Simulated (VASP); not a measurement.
Input of a VASP 6.6.1 run:

File INCAR:

```
PREC = Accurate ; ENCUT = 520
EDIFF = 1E-6 ; ISMEAR = 0
SIGMA = 0.02 ; LREAL = F
LASPH = T ; NELM = 80
ALGO = Normal ; ISIF = 2
LWAVE = F ; LCHARG = F
GGA = PE ; NBANDS = 26
```

The input KPOINTS:

```
Automatic mesh
0
Gamma
  12 12 6
```

The input POSCAR:

```
ZnO
1.0
    3.3285816208      0.0000000000      0.0000000000
   -1.6642908104      2.8826362421      0.0000000000
    0.0000000000      0.0000000000      4.9756391749
Zn O
2 2
Direct
    0.6666666982      0.3333333018      0.4933255527
    0.3333333018      0.6666666982     -0.0066744473
    0.6666666397      0.3333333603      0.8869844473
    0.3333333603      0.6666666397      0.3869844473
```

Potentials or basis: VASP PAW PBE potentials, release 64 (Zn, O).

Run with:

```console
$ cat potpaw_PBE.64/Zn/POTCAR potpaw_PBE.64/O/POTCAR > POTCAR
$ mpirun -np 1 vasp_std > vasp.out
```

(1) Predict the largest force.

(2) What does it give for the pressure?

(3) What does it give for the band gap on the k mesh?

Results:

(1) 0.263 eV/Å.

(2) 5.3 GPa.

(3) 0.84 eV, direct.

Caveat: the cell differs from its parent crystal (uniaxial strain along c: -6.0 %).
